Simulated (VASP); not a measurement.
# KSc3Si4 (Im-3m) in VASP: a series of runs, part 2 of 2

VASP 6.6.1. Earlier steps stand in the parts before.

## (3) Relaxation of cell and atoms, PBE

This run uses another cell than the first one, of 22.36 Å³/atom.

The input, INCAR:

```
ALGO = Normal
EDIFF = 1E-6
EDIFFG = -0.04
ENCUT = 600
GGA = PE
IBRION = 2
ISIF = 3
ISMEAR = 0
LASPH = True
LCHARG = False
LREAL = False
LWAVE = False
NELM = 60
NSW = 90
PREC = Accurate
SIGMA = 0.1
```

The input, KPOINTS:

```
k-points
0
Gamma
  4 4 4
```

The input, POSCAR:

```
KSc3Si4
1.0
   -3.5495494500      3.5495494500      3.5495494500
    3.5495494500     -3.5495494500      3.5495494500
    3.5495494500      3.5495494500     -3.5495494500
K Sc Si
1 3 4
Direct
    0.0000000000      0.0000000000      0.0000000000
    0.5000000000      0.5000000000      0.0000000000
    0.5000000000      0.0000000000      0.5000000000
    0.0000000000      0.5000000000      0.5000000000
    0.5000000000      0.5000000000      0.5000000000
    0.0000000000      0.0000000000      0.5000000000
    0.0000000000      0.5000000000      0.0000000000
    0.5000000000      0.0000000000      0.0000000000
```

Potentials or basis: VASP PAW PBE potentials, release 64 (K_sv, Sc_sv, Si).

On the command line:

```sh
$ cat potpaw_PBE.64/K_sv/POTCAR potpaw_PBE.64/Sc_sv/POTCAR potpaw_PBE.64/Si/POTCAR > POTCAR
$ mpirun -np 1 vasp_std > vasp.out
```

OUTCAR:

```text
EDIFF = 1E-6
   EDIFFG = -0.04
   ENCUT = 600
   GGA = PE
   IBRION = 2
   ISIF = 3
   ISMEAR = 0
   LASPH = True
   LREAL = False
   NELM = 60
   NSW = 90
   PREC = Accurate

 ion  position               nearest neighbor table
   1  0.000  0.000  0.000-   5 3.07   6 3.07   7 3.07   8 3.07   6 3.07   7 3.07   8 3.07   5 3.07
                             4 3.55   4 3.55   2 3.55   3 3.55   2 3.55   3 3.55
   2  0.500  0.500  0.000-   5 3.07   6 3.07   7 3.07   8 3.07   5 3.07   8 3.07   7 3.07   6 3.07
                             1 3.55   1 3.55
   3  0.500  0.000  0.500-   5 3.07   6 3.07   7 3.07   8 3.07   8 3.07   5 3.07   6 3.07   7 3.07
                             1 3.55   1 3.55
   4  0.000  0.500  0.500-   5 3.07   6 3.07   7 3.07   8 3.07   7 3.07   6 3.07   5 3.07   8 3.07
                             1 3.55   1 3.55
   5  0.500  0.500  0.500-   1 3.07   2 3.07   3 3.07   4 3.07   2 3.07   3 3.07   4 3.07   1 3.07

   6  0.000  0.000  0.500-   1 3.07   2 3.07   3 3.07   4 3.07   1 3.07   4 3.07   3 3.07   2 3.07

   7  0.000  0.500  0.000-   1 3.07   2 3.07   3 3.07   4 3.07   4 3.07   1 3.07   2 3.07   3 3.07

   8  0.500  0.000  0.000-   1 3.07   2 3.07   3 3.07   4 3.07   3 3.07   2 3.07   1 3.07   4 3.07

  LATTYP: Found a body centered cubic cell.
 ALAT       =     7.0990989000

  Lattice vectors:

 A1 = (  -3.5495494500,   3.5495494500,   3.5495494500)
 A2 = (   3.5495494500,  -3.5495494500,   3.5495494500)
 A3 = (   3.5495494500,   3.5495494500,  -3.5495494500)

Analysis of symmetry for initial positions (statically):
=====================================================================
 Subroutine PRICEL returns:
 Original cell was already a primitive cell.

 Routine SETGRP: Setting up the symmetry group for a
 body centered cubic supercell.

 Subroutine GETGRP returns: Found 48 space group operations
 (whereof 48 operations were pure point group operations)
 out of a pool of 48 trial point group operations.

The static configuration has the point symmetry O_h .

Analysis of symmetry for dynamics (positions and initial velocities):
=====================================================================
 Subroutine PRICEL returns:
 Original cell was already a primitive cell.

 Routine SETGRP: Setting up the symmetry group for a
 body centered cubic supercell.

 Subroutine GETGRP returns: Found 48 space group operations
 (whereof 48 operations were pure point group operations)
 out of a pool of 48 trial point group operations.

The dynamic configuration has the point symmetry O_h .

 Subroutine INISYM returns: Found 48 space group operations
 (whereof 48 operations are pure point group operations),
 and found     1 'primitive' translations

----------------------------------------------------------------------------------------

                                     Primitive cell

  volume of cell :     178.8874

  direct lattice vectors                    reciprocal lattice vectors
    -3.549549450  3.549549450  3.549549450     0.000000000  0.140862948  0.140862948
     3.549549450 -3.549549450  3.549549450     0.140862948  0.000000000  0.140862948
     3.549549450  3.549549450 -3.549549450     0.140862948  0.140862948  0.000000000

  length of vectors
     6.147999991  6.147999991  6.147999991     0.199210292  0.199210292  0.199210292

  position of ions in fractional coordinates (direct lattice)
     0.000000000  0.000000000  0.000000000
     0.500000000  0.500000000  0.000000000
     0.500000000  0.000000000  0.500000000
     0.000000000  0.500000000  0.500000000
     0.500000000  0.500000000  0.500000000
     0.000000000  0.000000000  0.500000000
     0.000000000  0.500000000  0.000000000
     0.500000000  0.000000000  0.000000000

  ion indices of the primitive-cell ions
   primitive index   ion index
                 1           1
                 2           2
                 3           3
                 4           4
                 5           5
                 6           6
                 7           7
                 8           8

----------------------------------------------------------------------------------------

 KPOINTS: k-points

Automatic generation of k-mesh.
 Grid dimensions read from file:
 generate k-points for:    4    4    4

 Generating k-lattice:

  Cartesian coordinates                     Fractional coordinates (reciprocal lattice)
     0.000000000  0.035215737  0.035215737     0.250000000  0.000000000  0.000000000
     0.035215737  0.000000000  0.035215737     0.000000000  0.250000000  0.000000000
     0.035215737  0.035215737  0.000000000     0.000000000  0.000000000  0.250000000

  Length of vectors
     0.049802573  0.049802573  0.049802573

  Shift w.r.t. Gamma in fractional coordinates (k-lattice)
     0.000000000  0.000000000  0.000000000

 Subroutine IBZKPT returns following result:
 ===========================================

 Found      8 irreducible k-points:

 Following reciprocal coordinates:
            Coordinates               Weight
  0.000000  0.000000  0.000000      1.000000
  0.250000  0.000000  0.000000     12.000000
  0.500000  0.000000  0.000000      6.000000
  0.250000  0.250000  0.000000     24.000000
  0.250000  0.250000  0.250000      2.000000
 -0.250000  0.250000  0.250000      6.000000
  0.500000  0.500000  0.250000     12.000000
  0.500000  0.500000  0.500000      1.000000
   k-points           NKPTS =      8   k-points in BZ     NKDIM =      8   number of bands    NBANDS=     34
   number of dos      NEDOS =    301   number of ions     NIONS =      8
   total plane-waves  NPLWV = 125000
   dimension x,y,z NGX =    50 NGY =   50 NGZ =   50
   dimension x,y,z NGXF=   100 NGYF=  100 NGZF=  100
   ions per type =               1   3   4
   NGX,Y,Z   is equivalent  to a cutoff of  13.52, 13.52, 13.52 a.u.
   NGXF,Y,Z  is equivalent  to a cutoff of  27.04, 27.04, 27.04 a.u.
 SYSTEM =  unknown system
   PREC   = accura    normal or accurate (medium, high low for compatibility)
   ISTART =      0    job   : 0-new  1-cont  2-samecut
   ICHARG =      2    charge: 1-file 2-atom 10-const
   ISPIN  =      1    spin polarized calculation?
   LNONCOLLINEAR =      F non collinear calculations
   LSORBIT =      F    spin-orbit coupling
   LASPH  =      T    aspherical Exc in radial PAW
   ENCUT  =  600.0 eV  44.10 Ry    6.64 a.u.  12.28 12.28 12.28*2*pi/ulx,y,z
   NELM   =     60;   NELMIN=  2; NELMDL= -5     # of ELM steps
   EDIFF  = 0.1E-05   stopping-criterion for ELM
   LREAL  =      F    real-space projection
   EDIFFG = -.4E-01   stopping-criterion for IOM
   NSW    =     90    number of steps for IOM
   IBRION =      2    ionic relax: 0-MD 1-quasi-New 2-CG
   NFREE  =      1    steps in history (QN), initial steepest desc. (CG)
   ISIF   =      3    stress and relaxation
   ISYM   =      2    0-nonsym 1-usesym 2-fastsym
   POTIM  = 0.5000    time-step for ionic-motion
   TEBEG  =    0.0;   TEEND  =   0.0 temperature during run
   PSTRESS=    0.0 pullay stress
   NELECT =      58.0000    total number of electrons
   NUPDOWN=      -1.0000    fix difference up-down
   EMIN   =  10.00;   EMAX   =-10.00  energy-range for DOS
   EFERMI =   0.00;   METHOD = LEGACY
   ISMEAR =     0;   SIGMA  =   0.10  broadening in eV -4-tet -1-fermi 0-gaus
   EFERMI_NEDOS =   21; number of points for ismear=-14 and -15
   IALGO  =     38    algorithm
   IMIX   =      4    mixing-type and parameters
     AMIX     =   0.40;   BMIX     =  1.00
     AMIX_MAG =   1.60;   BMIX_MAG =  1.00
  volume/ion in A,a.u.               =      22.36       150.90
  Fermi-wavevector in a.u.,A,eV,Ry     =   1.124668  2.125314 17.209706  1.264878
  Thomas-Fermi vector in A             =   2.261341
   LORBIT       =      0    0 simple, 1 ext, 2 COOP (PROOUT), +10 PAW based schemes
   GGA     = PE    functional components
   LHFCALC =     F    Hartree Fock is set to
   AEXX    =    0.0000 exact exchange contribution
   IVDW    =     0    specifies the selected vdW correction
   LEPSILON=     F    determine dielectric tensor
   LRPA    =     F    only Hartree local field effects (RPA)
 conjugate gradient relaxation of ions
 non-spin polarized calculation
 Gauss-broadening in eV      SIGMA  =   0.10
  energy-cutoff  :      600.00
  volume of cell :      178.89
 maximum number of plane-waves:      6002
 NGX is ok and might be reduce to    50
   NGX = 25   NGY = 25   NGZ = 25

--------------------------------------- Ionic step        1  -------------------------------------------

 number of electron      57.9999996 magnetization

 Free energy of the ion-electron system (eV)
  ---------------------------------------------------
  ext. energy  EPLUGINS =         0.00000000
  ---------------------------------------------------
  free energy    TOTEN  =       -41.19228370 eV

  energy without entropy =      -41.13963111  energy(sigma->0) =      -41.16595740

 E-fermi :   4.8243     XC(G=0):  -9.7584

 val. band max:        4.8168573447   @ k =   0.5000   0.5000   0.2500
 cond. band min:       4.8630940500   @ k =   0.2500   0.2500   0.0000
 fundamental gap:      0.0462367053
 Fermi energy:         4.8243343494

 k-point     1 :       0.0000    0.0000    0.0000
  band No.  band energies     occupation
      1     -45.4651      2.00000
      2     -45.4551      2.00000
      3     -45.4551      2.00000
      4     -25.2265      2.00000
      5     -24.1002      2.00000
      6     -24.1002      2.00000
[... 368 lines left out ...]
--------------------------------------- Ionic step        3  -------------------------------------------

 number of electron      57.9999999 magnetization

 Free energy of the ion-electron system (eV)
  ---------------------------------------------------
  ext. energy  EPLUGINS =         0.00000000
  ---------------------------------------------------
  free energy    TOTEN  =       -41.63286300 eV

  energy without entropy =      -41.59587910  energy(sigma->0) =      -41.61437105

 E-fermi :   5.8359     XC(G=0): -10.2556

 val. band max:        5.8200035852   @ k =   0.0000   0.0000   0.0000
 cond. band min:       5.8774529372   @ k =   0.5000   0.5000   0.2500
 fundamental gap:      0.0574493520
 Fermi energy:         5.8358651747

 k-point     1 :       0.0000    0.0000    0.0000
  band No.  band energies     occupation
      1     -44.1464      2.00000
      2     -44.1285      2.00000
      3     -44.1285      2.00000
      4     -24.2815      2.00000
      5     -22.8291      2.00000
      6     -22.8291      2.00000
[... 320 lines left out ...]
  FREE ENERGIE OF THE ION-ELECTRON SYSTEM (eV)
  ---------------------------------------------------
  free  energy   TOTEN  =       -41.6328630045 eV

  energy  without entropy=      -41.5958791028  energy(sigma->0) =      -41.61437105

 reached required accuracy - stopping structural energy minimisation
```

Wall time 5.5 min (1 thread of Intel Xeon Platinum 8488C (Sapphire Rapids), shared host); peak memory 0.39 GiB.

Results:

| Quantity | Value |
| --- | --- |
| Free energy | -41.6329 eV |
| Relaxed volume | 19.81 Å³/atom |
| Relaxed cell | a = 5.904 Å, b = 5.904 Å, c = 5.904 Å, α = 109.47°, β = 109.47°, γ = 109.47° |
| Space group after relaxing (to 0.1 Å) | Im-3m (No. 229) |
| Energy gained by relaxing | 55.1 meV/atom |
| Ionic steps | 3 |
| Pressure after relaxing | 0.0 GPa |
| Band gap on the k mesh | zero (bands 29 and 30 overlap by 1.16 eV) |

Step by step:
```
step  energy change (eV)  largest force (eV/Å)  pressure (GPa)  volume (Å³)
   1              0.0000                0.0000           -6.27       178.89
   2             -0.4382                0.0000            0.56       157.16
   3             -0.4406                0.0000            0.02       158.46
```

Final structure:
```cif
data_structure
_symmetry_space_group_name_H-M 'P 1'
_symmetry_Int_Tables_number 1
_cell_length_a 5.9045
_cell_length_b 5.9045
_cell_length_c 5.9045
_cell_angle_alpha 109.471
_cell_angle_beta 109.471
_cell_angle_gamma 109.471
_cell_volume 158.46
loop_
_atom_site_label
_atom_site_type_symbol
_atom_site_fract_x
_atom_site_fract_y
_atom_site_fract_z
_atom_site_occupancy
K1 K 0.00000 0.00000 0.00000 1
Sc1 Sc 0.50000 0.50000 0.00000 1
Sc2 Sc 0.50000 0.00000 0.50000 1
Sc3 Sc 0.00000 0.50000 0.50000 1
Si1 Si 0.50000 0.50000 0.50000 1
Si2 Si 0.00000 0.00000 0.50000 1
Si3 Si 0.00000 0.50000 0.00000 1
Si4 Si 0.50000 0.00000 0.00000 1
```

Levels at points of the mesh, in eV from the Fermi level:
```tsv
k point	band 27	band 28	band 29	band 30	band 31	band 32
(0.00, 0.00, 0.00)	-0.90	-0.90	-0.21	-0.02	-0.02	1.15
(0.50, 0.00, 0.00)	-1.81	-1.50	-0.05	0.34	0.43	0.76
(0.50, 0.50, 0.50)	-0.17	-0.17	-0.17	0.09	0.58	0.58
```
